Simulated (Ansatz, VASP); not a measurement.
# Si: VASP beside Ansatz

```
Si
1.0
     0.00000    2.71692    2.71692
     2.71692    0.00000    2.71692
     2.71692    2.71692    0.00000
Si
2
Cartesian
  4.0754 4.0754 4.0754
  2.7169 2.7169 2.7169
```

Alike in both runs: functional PBEsol; k mesh 12 × 12 × 12; occupations gaussian, width 0.02 eV; no spin polarisation.

Ansatz relaxed the structure, and its values are those at the end. VASP's run is a single point on that final structure, the one shown.

|  | VASP | Ansatz |
| --- | --- | --- |
| version | VASP 6.6.1 | Ansatz 0.2.0 |
| potentials or method | VASP PAW PBE potentials, release 64 (Si), cutoff 520 eV | scalar-relativistic, plane waves, PAW |
| valence electrons in the cell | 8 | 8 |

```tsv
	VASP	Ansatz	Ansatz less VASP
gap on the k mesh at the Fermi level (eV)	0.46	0.46	+0.005
least direct gap on the mesh (eV)	2.52	2.52	+0.003
pressure (GPa)	0.1	0.0	-0.11
```

VASP's potentials were made for PBE, not for PBEsol. With one functional, cell and mesh, what is left measures potentials, basis and numerics.
